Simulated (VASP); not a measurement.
Input of a VASP 6.6.1 run:

File INCAR:

```
SYSTEM = MgO
  ALGO = Normal
  EDIFF = 1E-6
  ENCUT = 520
  GGA = PS
  ISIF = 2
  ISMEAR = 0
  LASPH = .TRUE.
  LCHARG = .FALSE.
  LREAL = .FALSE.
  LWAVE = .FALSE.
  NBANDS = 16
  NELM = 80
  PREC = Accurate
  SIGMA = 0.01
```

KPOINTS

```
k-points
0
G
  12 12 6
  0 0 0
```

File POSCAR:

```
MgO
1.0
    3.4863778600      0.0000000000      0.0000000000
   -1.7431889300      3.0192918000      0.0000000000
    0.0000000000      0.0000000000      4.1780412200
Mg O
2 2
Direct
    0.6666666707      0.3333333300      0.7499999988
    0.3333333293      0.6666666700      0.2499999988
    0.6666666707      0.3333333300      0.2499999988
    0.3333333293      0.6666666700      0.7499999988
```

Potentials or basis: VASP PAW PBE potentials, release 64 (Mg, O).

The run is started by

```sh
$ cat potpaw_PBE.64/Mg/POTCAR potpaw_PBE.64/O/POTCAR > POTCAR
$ mpirun -np 1 vasp_std > vasp.out
```

(1) Predict the pressure.

(2) Estimate the band gap on the k mesh.

## Answers

(1) 0.8 GPa.

(2) 3.31 eV, direct.

Caveat: the PAW data sets were made with another functional, which shifts forces and pressure a little.
